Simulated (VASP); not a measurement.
Crystal: Ge.

```
Ge
1.0
     4.12316   -3.01252    0.00000
     4.12316    3.01252    0.00000
     0.00000    0.00000    3.82225
Ge
4
Direct
  0.42708 0.11688 0.25000
  0.57292 0.88312 0.75000
  0.88312 0.57292 0.25000
  0.11688 0.42708 0.75000
```

| Quantity | Value |
| --- | --- |
| Program | VASP 6.6.1 |
| Task | relaxation of cell and atoms |
| Functional | PBE |
| Potentials or basis | VASP PAW PBE potentials, release 64 (Ge_d) |
| Cutoff | 600 eV |
| k mesh | 4 × 4 × 4 |
| Occupations | gaussian, width 0.1 eV |
| Spin | no spin polarisation |

At the start: pressure 15.1 GPa; volume 23.74 Å³/atom.

**Question.** How do energy, volume and symmetry change on relaxing?

**Answer.** Over 34 steps the energy falls by 768.5 meV/atom and the volume is 19.46 Å³/atom (-18.0 %); space group Cmcm (No. 63, to 0.05 Å).

Step by step:
```
step  energy change (eV)  largest force (eV/Å)  pressure (GPa)  volume (Å³)
   1              0.0000                2.0831           15.12        94.95
   2             -1.0609                0.4297           -6.56       127.80
   3             -1.4232                0.6189           -2.06       113.47
   4             -1.4236                0.6058           -2.27       113.87
   5             -1.6143                0.7328           -2.26       109.09
   6             -2.2620                0.8942           -1.45        95.13
   7             -0.8754                4.8819           26.80        69.13
   8             -2.3394                0.8532           -0.26        91.10
   9             -2.5633                0.2038            6.41        79.87
  10             -2.5715                0.4984            3.35        83.57
  11             -2.5866                0.3321            4.43        82.10
  12             -2.6523                0.2387            4.82        81.37
  13             -2.6576                0.3870            5.08        81.09
  14             -2.7224                0.3457            3.45        82.70
  15             -2.8032                0.2320           -0.63        87.46
  16             -2.8034                0.2272           -0.78        87.67
  17             -2.8119                0.2215           -0.74        87.40
  18             -2.8336                0.2086           -0.67        86.60
  19             -2.8573                0.1872           -0.32        84.97
  20             -2.8591                0.1817           -0.18        84.42
  21             -2.8771                0.1515           -0.11        83.65
  22             -2.9360                0.1191            0.13        81.35
  23             -3.0445                0.0468            1.25        76.74
  24             -2.1310                2.4844           16.64        67.62
  25             -3.0444                0.1020            1.67        76.38
  26             -3.0286                0.0322            3.09        73.60
  27             -3.0507                0.0783            2.06        75.43
  28             -3.0595                0.0532            1.61        75.56
  29             -3.0601                0.0433            1.43        75.61
  30             -3.0651                0.0368            1.08        76.10
  31             -3.0721                0.0395           -0.04        77.58
  32             -3.0721                0.0408           -0.18        77.73
  33             -3.0734                0.0389           -0.19        77.79
  34             -3.0739                0.0346           -0.22        77.86
```

Final structure:
```
CELL_PARAMETERS angstrom
2.76498 -2.99927 0.00000
2.76498 2.99927 0.00000
0.00000 0.00000 4.69435
ATOMIC_POSITIONS crystal
Ge 0.38735 0.12269 0.25000
Ge 0.61265 0.87731 0.75000
Ge 0.87731 0.61265 0.25000
Ge 0.12269 0.38735 0.75000
```

Caveat: the k points lie up to 0.39 Å⁻¹ apart in the final cell; the volume moved by over 15 % at a fixed basis, so the end points are rough.
